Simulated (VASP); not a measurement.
# LiMnH3 (P4/mbm) in VASP: notebook

The runs below take LiMnH3 through single point, with PBE.

Program: VASP 6.6.1. These are calculated values, not measurements. Logs are shortened: lines on timing, memory, paths and dates and some standing lists are left out, and cuts for length are marked.

### 1 The cell of the first run

Symmetry: P4/mbm, No. 127, tetragonal system. Conventional cell: a = 4.699 Å, b = 4.699 Å, c = 3.405 Å, α = 90.00°, β = 90.00°, γ = 90.00°. Within 3.0 Å of Li (site symmetry mmm) lie 12 H at 2.12 to 2.67 Å and 8 Mn at 2.90 Å. Mn (site symmetry 4/m) has 6 H at 1.70 to 1.71 Å within 2.3 Å. H (site symmetry m2m) has 2 Mn at 1.71 Å and 2 Li at 2.12 Å within 2.3 Å. Within 2.5 Å of H (site symmetry 4/m) lie 2 Mn at 1.70 Å and 4 Li at 2.35 Å and 8 H at 2.41 Å.

### 2 Single point, PBE, collinear spin, ferromagnetic start

Input file INCAR:

```
SYSTEM = LiMnH3
PREC = Accurate
ENCUT = 520
EDIFF = 1E-7
ISMEAR = 0
SIGMA = 0.1
LREAL = .FALSE.
LASPH = .TRUE.
NELM = 150
ALGO = Normal
ISIF = 2
LWAVE = .FALSE.
LCHARG = .FALSE.
ISPIN = 2
MAGMOM = 0 0 2.42 2.42 0 0 0 0 0 0
LORBIT = 11
LMAXMIX = 4
GGA = PE
NBANDS = 34
```

Input file KPOINTS:

```
regular mesh
0
G
  4 4 6
  0 0 0
```

Input file POSCAR:

```
LiMnH3
1.0
    4.6987610000      0.0000000000      0.0000000000
    0.0000000000      4.6987610000      0.0000000000
    0.0000000000      0.0000000000      3.4053800000
Li Mn H
2 2 6
Direct
    0.0000000000      0.5000000000      0.5000000000
    0.5000000000      0.0000000000      0.5000000000
    0.5000000000      0.5000000000      0.0000000000
    0.0000000000      0.0000000000      0.0000000000
    0.8095570000      0.3095570000      0.0000000000
    0.6904430000      0.8095570000      0.0000000000
    0.5000000000      0.5000000000      0.5000000000
    0.1904430000      0.6904430000      0.0000000000
    0.3095570000      0.1904430000      0.0000000000
    0.0000000000      0.0000000000      0.5000000000
```

Potentials or basis: VASP PAW PBE potentials, release 64 (Li_sv, Mn_pv, H).

The run is started by

```console
$ cat potpaw_PBE.64/Li_sv/POTCAR potpaw_PBE.64/Mn_pv/POTCAR potpaw_PBE.64/H/POTCAR > POTCAR
$ mpirun -np 1 vasp_std > vasp.out
```

OUTCAR:

```text
SYSTEM = LiMnH3
   PREC = Accurate
   ENCUT = 520
   EDIFF = 1E-7
   ISMEAR = 0
   LREAL = .FALSE.
   LASPH = .TRUE.
   NELM = 150
   ISIF = 2
   ISPIN = 2
   LORBIT = 11
   GGA = PE

 ion  position               nearest neighbor table
   1  0.000  0.500  0.500-
   2  0.500  0.000  0.500-
   3  0.500  0.500  0.000-   7 1.70   7 1.70   5 1.71   8 1.71   9 1.71   6 1.71
   4  0.000  0.000  0.000-  10 1.70  10 1.70   8 1.71   9 1.71   5 1.71   6 1.71
   5  0.810  0.310  0.000-   3 1.71   4 1.71
   6  0.690  0.810  0.000-   3 1.71   4 1.71
   7  0.500  0.500  0.500-   3 1.70   3 1.70
   8  0.190  0.690  0.000-   3 1.71   4 1.71
   9  0.310  0.190  0.000-   3 1.71   4 1.71
  10  0.000  0.000  0.500-   4 1.70   4 1.70

  LATTYP: Found a simple tetragonal cell.
 ALAT       =     4.6987610000
 C/A-ratio  =     0.7247399900

  Lattice vectors:

 A1 = (   4.6987610000,   0.0000000000,   0.0000000000)
 A2 = (   0.0000000000,   4.6987610000,   0.0000000000)
 A3 = (   0.0000000000,   0.0000000000,   3.4053800000)

Analysis of symmetry for initial positions (statically):
=====================================================================
 Subroutine PRICEL returns:
 Original cell was already a primitive cell.

 Routine SETGRP: Setting up the symmetry group for a
 simple tetragonal supercell.

 Subroutine GETGRP returns: Found 16 space group operations
 (whereof  8 operations were pure point group operations)
 out of a pool of 16 trial point group operations.

The static configuration has the point symmetry C_4h.
 The point group associated with its full space group is D_4h.

Analysis of symmetry for dynamics (positions and initial velocities):
=====================================================================
 Subroutine PRICEL returns:
 Original cell was already a primitive cell.

 Routine SETGRP: Setting up the symmetry group for a
 simple tetragonal supercell.

 Subroutine GETGRP returns: Found 16 space group operations
 (whereof  8 operations were pure point group operations)
 out of a pool of 16 trial point group operations.

The dynamic configuration has the point symmetry C_4h.
 The point group associated with its full space group is D_4h.

Analysis of structural, dynamic, and magnetic symmetry:
=====================================================================
 Subroutine PRICEL returns:
 Original cell was already a primitive cell.

 Routine SETGRP: Setting up the symmetry group for a
 simple tetragonal supercell.

 Subroutine GETGRP returns: Found 16 space group operations
 (whereof  8 operations were pure point group operations)
 out of a pool of 16 trial point group operations.

The overall configuration has the point symmetry C_4h.
 The point group associated with its full space group is D_4h.

 Subroutine INISYM returns: Found 16 space group operations
 (whereof  8 operations are pure point group operations),
 and found     1 'primitive' translations

----------------------------------------------------------------------------------------

                                     Primitive cell

  volume of cell :      75.1852

  direct lattice vectors                    reciprocal lattice vectors
     4.698761000  0.000000000  0.000000000     0.212822061  0.000000000  0.000000000
     0.000000000  4.698761000  0.000000000     0.000000000  0.212822061  0.000000000
     0.000000000  0.000000000  3.405380000     0.000000000  0.000000000  0.293652984

  length of vectors
     4.698761000  4.698761000  3.405380000     0.212822061  0.212822061  0.293652984

  position of ions in fractional coordinates (direct lattice)
     0.000000000  0.500000000  0.500000000
     0.500000000  0.000000000  0.500000000
     0.500000000  0.500000000  0.000000000
     0.000000000  0.000000000  0.000000000
     0.809557000  0.309557000  0.000000000
     0.690443000  0.809557000  0.000000000
     0.500000000  0.500000000  0.500000000
     0.190443000  0.690443000  0.000000000
     0.309557000  0.190443000  0.000000000
     0.000000000  0.000000000  0.500000000

  ion indices of the primitive-cell ions
   primitive index   ion index
                 1           1
                 2           2
                 3           3
                 4           4
                 5           5
                 6           6
                 7           7
                 8           8
                 9           9
                10          10

----------------------------------------------------------------------------------------

 KPOINTS: regular mesh

Automatic generation of k-mesh.
 Grid dimensions read from file:
 generate k-points for:    4    4    6

 Generating k-lattice:

  Cartesian coordinates                     Fractional coordinates (reciprocal lattice)
     0.053205515  0.000000000  0.000000000     0.250000000  0.000000000  0.000000000
     0.000000000  0.053205515  0.000000000     0.000000000  0.250000000  0.000000000
     0.000000000  0.000000000  0.048942164     0.000000000  0.000000000  0.166666667

  Length of vectors
     0.053205515  0.053205515  0.048942164

  Shift w.r.t. Gamma in fractional coordinates (k-lattice)
     0.000000000  0.000000000  0.000000000

 Subroutine IBZKPT returns following result:
 ===========================================

 Found     24 irreducible k-points:

 Following reciprocal coordinates:
            Coordinates               Weight
  0.000000  0.000000  0.000000      1.000000
  0.250000  0.000000  0.000000      4.000000
  0.500000  0.000000  0.000000      2.000000
  0.250000  0.250000  0.000000      4.000000
  0.500000  0.250000  0.000000      4.000000
  0.500000  0.500000  0.000000      1.000000
[... 16 lines left out ...]
  0.500000  0.250000  0.500000      4.000000
  0.500000  0.500000  0.500000      1.000000
   k-points           NKPTS =     24   k-points in BZ     NKDIM =     24   number of bands    NBANDS=     34
   number of dos      NEDOS =    301   number of ions     NIONS =     10
   total plane-waves  NPLWV =  36288
   dimension x,y,z NGX =    36 NGY =   36 NGZ =   28
   dimension x,y,z NGXF=    72 NGYF=   72 NGZF=   56
   ions per type =               2   2   6
   NGX,Y,Z   is equivalent  to a cutoff of  12.74, 12.74, 13.67 a.u.
   NGXF,Y,Z  is equivalent  to a cutoff of  25.47, 25.47, 27.34 a.u.
 SYSTEM =  LiMnH3
   PREC   = accura    normal or accurate (medium, high low for compatibility)
   ISTART =      0    job   : 0-new  1-cont  2-samecut
   ICHARG =      2    charge: 1-file 2-atom 10-const
   ISPIN  =      2    spin polarized calculation?
   LNONCOLLINEAR =      F non collinear calculations
   LSORBIT =      F    spin-orbit coupling
   LASPH  =      T    aspherical Exc in radial PAW
   ENCUT  =  520.0 eV  38.22 Ry    6.18 a.u.   8.74  8.74  6.33*2*pi/ulx,y,z
   NELM   =    150;   NELMIN=  2; NELMDL= -5     # of ELM steps
   EDIFF  = 0.1E-06   stopping-criterion for ELM
   LREAL  =      F    real-space projection
   EDIFFG = 0.1E-05   stopping-criterion for IOM
   NSW    =      0    number of steps for IOM
   IBRION =     -1    ionic relax: 0-MD 1-quasi-New 2-CG
   NFREE  =      0    steps in history (QN), initial steepest desc. (CG)
   ISIF   =      2    stress and relaxation
   ISYM   =      2    0-nonsym 1-usesym 2-fastsym
   POTIM  = 0.5000    time-step for ionic-motion
   TEBEG  =    0.0;   TEEND  =   0.0 temperature during run
   PSTRESS=    0.0 pullay stress
   NELECT =      38.0000    total number of electrons
   NUPDOWN=      -1.0000    fix difference up-down
   EMIN   =  10.00;   EMAX   =-10.00  energy-range for DOS
   EFERMI =   0.00;   METHOD = LEGACY
   ISMEAR =     0;   SIGMA  =   0.10  broadening in eV -4-tet -1-fermi 0-gaus
   EFERMI_NEDOS =   21; number of points for ismear=-14 and -15
   IALGO  =     38    algorithm
   IMIX   =      4    mixing-type and parameters
     AMIX     =   0.40;   BMIX     =  1.00
     AMIX_MAG =   1.60;   BMIX_MAG =  1.00
  volume/ion in A,a.u.               =       7.52        50.74
  Fermi-wavevector in a.u.,A,eV,Ry     =   1.304043  2.464284 23.137092  1.700528
  Thomas-Fermi vector in A             =   2.435005
   LORBIT       =     11    0 simple, 1 ext, 2 COOP (PROOUT), +10 PAW based schemes
   GGA     = PE    functional components
   LHFCALC =     F    Hartree Fock is set to
   AEXX    =    0.0000 exact exchange contribution
   IVDW    =     0    specifies the selected vdW correction
   LEPSILON=     F    determine dielectric tensor
   LRPA    =     F    only Hartree local field effects (RPA)
 spin polarized calculation
 Gauss-broadening in eV      SIGMA  =   0.10
  energy-cutoff  :      520.00
  volume of cell :       75.19
 maximum number of plane-waves:      2046
 NGX is ok and might be reduce to    36
   NGX = 17   NGY = 17   NGZ = 13

 number of electron      37.9999932 magnetization       5.6819536

 Free energy of the ion-electron system (eV)
  ---------------------------------------------------
  ext. energy  EPLUGINS =         0.00000000
  ---------------------------------------------------
  free energy    TOTEN  =       -43.02008385 eV

  energy without entropy =      -43.00722055  energy(sigma->0) =      -43.01365220

 E-fermi :   3.9876     XC(G=0): -10.1051

 val. band max:        3.9434509217   @ k =   0.0000   0.0000   0.0000
 cond. band min:       4.0088879325   @ k =   0.2500   0.2500   0.1667
 fundamental gap:      0.0654370108
 Fermi energy:         3.9876460466

 spin component 1

 k-point     1 :       0.0000    0.0000    0.0000
  band No.  band energies     occupation
      1     -45.6055      1.00000
      2     -45.6055      1.00000
      3     -45.5836      1.00000
      4     -45.5836      1.00000
      5     -45.5632      1.00000
      6     -45.5606      1.00000
[... 23 lines left out ...]
     30      11.7984      0.00000
     31      13.7343      0.00000
[... 750 lines left out ...]
  band No.  band energies     occupation
      1     -45.6061      1.00000
      2     -45.6061      1.00000
      3     -45.5812      1.00000
      4     -45.5812      1.00000
      5     -45.5812      1.00000
      6     -45.5812      1.00000
[... 23 lines left out ...]
     30      12.2612      0.00000
     31      14.3907      0.00000
 Fermi energy:         3.9876460466

 spin component 2

 k-point     1 :       0.0000    0.0000    0.0000
  band No.  band energies     occupation
      1     -42.6451      1.00000
      2     -42.6451      1.00000
      3     -42.6183      1.00000
      4     -42.6183      1.00000
      5     -42.5528      1.00000
      6     -42.5497      1.00000
[... 23 lines left out ...]
     30      11.7190      0.00000
     31      13.7068      0.00000
[... 750 lines left out ...]
  band No.  band energies     occupation
      1     -42.6458      1.00000
      2     -42.6458      1.00000
      3     -42.6153      1.00000
      4     -42.6153      1.00000
      5     -42.5752      1.00000
      6     -42.5752      1.00000
[... 23 lines left out ...]
     30      12.1848      0.00000
     31      14.3462      0.00000
 [bands above 31 left out]

------------------------ aborting loop because EDIFF is reached ----------------------------------------

  FORCE on cell =-STRESS in cart. coord.  units (eV):
  Direction    XX          YY          ZZ          XY          YZ          ZX
  --------------------------------------------------------------------------------------
  -------------------------------------------------------------------------------------
  Total       -0.1220834     -0.1220834      0.4616292      0.0000000     -0.0000000      0.0000000
  in kB       -2.6015673     -2.6015673      9.8372023      0.0000000     -0.0000000      0.0000000
  external PRESSURE =       1.5446892 kB  Pullay stress =       0.0000000 kB

 VOLUME and BASIS-vectors are now :
 -----------------------------------------------------------------------------
  energy-cutoff  :      520.00
  volume of cell :       75.19
      direct lattice vectors                 reciprocal lattice vectors
     4.698761000  0.000000000  0.000000000     0.212822061  0.000000000  0.000000000
     0.000000000  4.698761000  0.000000000     0.000000000  0.212822061  0.000000000
     0.000000000  0.000000000  3.405380000     0.000000000  0.000000000  0.293652984

 POSITION                                       TOTAL-FORCE (eV/Angst)
 -----------------------------------------------------------------------------------
      0.00000      2.34938      1.70269         0.000000     -0.000000      0.000000
      2.34938      0.00000      1.70269         0.000000     -0.000000      0.000000
      2.34938      2.34938      0.00000         0.000000     -0.000000      0.000000
      0.00000      0.00000      0.00000         0.000000     -0.000000      0.000000
      3.80391      1.45453      0.00000        -0.001613     -0.001613      0.000000
      3.24423      3.80391      0.00000         0.001613     -0.001613     -0.000000
      2.34938      2.34938      1.70269         0.000000     -0.000000      0.000000
      0.89485      3.24423      0.00000         0.001613      0.001613      0.000000
      1.45453      0.89485      0.00000        -0.001613      0.001613      0.000000
      0.00000      0.00000      1.70269         0.000000     -0.000000      0.000000
 -----------------------------------------------------------------------------------
    total drift:                                0.000000      0.000000      0.000000

  FREE ENERGIE OF THE ION-ELECTRON SYSTEM (eV)
  ---------------------------------------------------
  free  energy   TOTEN  =       -43.0200838497 eV

  energy  without entropy=      -43.0072205512  energy(sigma->0) =      -43.01365220

 total charge

# of ion       s       p       d       tot
------------------------------------------
    1        2.015   0.047   0.000   2.062
    2        2.015   0.047   0.000   2.062
    3        0.306   6.323   5.133  11.762
    4        0.306   6.323   5.133  11.762
    5        0.563   0.016   0.000   0.578
    6        0.563   0.016   0.000   0.578
    7        0.560   0.016   0.000   0.576
    8        0.563   0.016   0.000   0.578
    9        0.563   0.016   0.000   0.578
   10        0.560   0.016   0.000   0.576
--------------------------------------------------
tot          8.012  12.835  10.266  31.113

 magnetization (x)

# of ion       s       p       d       tot
------------------------------------------
    1       -0.004  -0.003   0.000  -0.007
    2       -0.004  -0.003   0.000  -0.007
    3        0.030   0.028   2.794   2.853
    4        0.030   0.028   2.794   2.853
    5       -0.028   0.004   0.000  -0.024
    6       -0.028   0.004   0.000  -0.024
    7       -0.026   0.005   0.000  -0.021
    8       -0.028   0.004   0.000  -0.024
    9       -0.028   0.004   0.000  -0.024
   10       -0.026   0.005   0.000  -0.021
--------------------------------------------------
tot         -0.111   0.079   5.589   5.557
```

Run time: 74 s. Hardware: 1 thread of Intel Xeon 6975P-C (Granite Rapids), shared host; peak memory 0.26 GiB.

Results:

```
Free energy                                           : -43.0201 eV
Net moment                                            : 5.68 μB per cell
Site moments                                          : Li -0.01; Mn +2.85; H -0.02 μB
Valence electrons inside the program's atomic spheres : Li 2.06; Mn 11.76; H 0.58
```

Forces on the atoms (eV/Å):
```
Li   0.000  0.000  0.000
Li   0.000  0.000  0.000
Mn   0.000  0.000  0.000
Mn   0.000  0.000  0.000
H   -0.002 -0.002  0.000
H    0.002 -0.002  0.000
H    0.000  0.000  0.000
H    0.002  0.002  0.000
H   -0.002  0.002  0.000
H    0.000  0.000  0.000
```

Caveat: the cutoff is under 1.25 times the usual one of these potentials, so pressure, stress and relaxed cells hold a basis-set (Pulay) error.

### 3 Single point, PBE, collinear spin, ferromagnetic start

Input file INCAR:

```
SYSTEM = LiMnH3
PREC = Accurate
ENCUT = 520
EDIFF = 1E-6
ISMEAR = 0
SIGMA = 0.2
LREAL = .False.
LASPH = .True.
NELM = 150
ALGO = Normal
ISIF = 2
LWAVE = .False.
LCHARG = .False.
ISPIN = 2
MAGMOM = 0 0 2.42 2.42 0 0 0 0 0 0
LORBIT = 11
LMAXMIX = 4
GGA = PE
NBANDS = 34
```

Input file KPOINTS:

```
Automatic mesh
0
Gamma
  6 6 6
  0 0 0
```

Input file POSCAR:

```
LiMnH3
1.0
    0.0000000000      0.0000000000      3.4053800000
    4.6987610000      0.0000000000      0.0000000000
    0.0000000000      4.6987610000      0.0000000000
Li Mn H
2 2 6
Direct
    0.5000000000      0.0000000000      0.5000000000
    0.5000000000      0.5000000000      0.0000000000
    0.0000000000      0.5000000000      0.5000000000
    0.0000000000      0.0000000000      0.0000000000
    0.0000000000      0.8095570000      0.3095570000
    0.0000000000      0.6904430000      0.8095570000
    0.5000000000      0.5000000000      0.5000000000
    0.0000000000      0.1904430000      0.6904430000
    0.0000000000      0.3095570000      0.1904430000
    0.5000000000      0.0000000000      0.0000000000
```

Potentials or basis: VASP PAW PBE potentials, release 64 (Li_sv, Mn_pv, H).

The run is started by

```console
$ cat potpaw_PBE.64/Li_sv/POTCAR potpaw_PBE.64/Mn_pv/POTCAR potpaw_PBE.64/H/POTCAR > POTCAR
$ mpirun -np 1 vasp_std > vasp.out
```

It took 2 min on 1 thread of Intel Xeon 6975P-C (Granite Rapids), shared host; peak memory 0.3 GiB.

Results (log left out):

| Property | Result |
| --- | --- |
| Free energy | -43.0267 eV |
| Largest force | 0.011 eV/Å |
| Net moment | 5.80 μB per cell |
| Site moments | Li -0.01; Mn +2.89; H -0.02 μB |
| Valence electrons inside the program's atomic spheres | Li 2.06; Mn 11.76; H 0.58 |

Forces in eV/Å, atoms in the order of the input:
```
Li   0.000  0.000  0.000
Li   0.000  0.000  0.000
Mn   0.000  0.000  0.000
Mn   0.000  0.000  0.000
H    0.008  0.008  0.000
H   -0.008  0.008  0.000
H    0.000  0.000  0.000
H   -0.008 -0.008  0.000
H    0.008 -0.008  0.000
H    0.000  0.000  0.000
```

Levels at points of the mesh, in eV from the Fermi level:
Spin up:
| k point | band 20 | band 21 | band 22 | band 23 | band 24 | band 25 |
| --- | --- | --- | --- | --- | --- | --- |
| (0.00, 0.00, 0.00) | -1.81 | -1.58 | -0.06 | 3.27 | 4.27 | 4.27 |
| (0.50, 0.00, 0.00) | -1.84 | -1.73 | -1.56 | -1.45 | 3.17 | 4.06 |
| (0.00, 0.50, 0.00) | -2.00 | 0.37 | 0.37 | 1.96 | 1.96 | 6.21 |
| (0.50, 0.50, 0.00) | -2.29 | -1.43 | -1.43 | 1.20 | 1.20 | 5.14 |
| (0.00, 0.50, 0.50) | -1.77 | -1.27 | -1.27 | 5.13 | 5.13 | 6.87 |
| (0.50, 0.50, 0.50) | -2.11 | -1.72 | -1.72 | -0.18 | -0.18 | 4.53 |
Spin down:
| k point | band 13 | band 14 | band 15 | band 16 | band 17 | band 18 | band 19 | band 20 |
| --- | --- | --- | --- | --- | --- | --- | --- | --- |
| (0.00, 0.00, 0.00) | -4.44 | -4.44 | -1.19 | 0.50 | 0.50 | 0.70 | 1.04 | 1.04 |
| (0.50, 0.00, 0.00) | -3.29 | -3.29 | -1.27 | -1.27 | -1.07 | 0.37 | 0.37 | 0.73 |
| (0.00, 0.50, 0.00) | -4.44 | -4.44 | -0.04 | -0.04 | 0.60 | 0.60 | 0.77 | 0.77 |
| (0.50, 0.50, 0.00) | -4.08 | -4.08 | -0.48 | -0.48 | -0.17 | -0.17 | 0.21 | 0.21 |
| (0.00, 0.50, 0.50) | -4.42 | -4.42 | 0.14 | 0.14 | 0.25 | 0.25 | 1.10 | 1.10 |
| (0.50, 0.50, 0.50) | -4.72 | -4.72 | -1.37 | -1.37 | 0.37 | 0.37 | 0.59 | 0.59 |

Caveat: the cutoff is under 1.25 times the usual one of these potentials, so pressure, stress and relaxed cells hold a basis-set (Pulay) error.
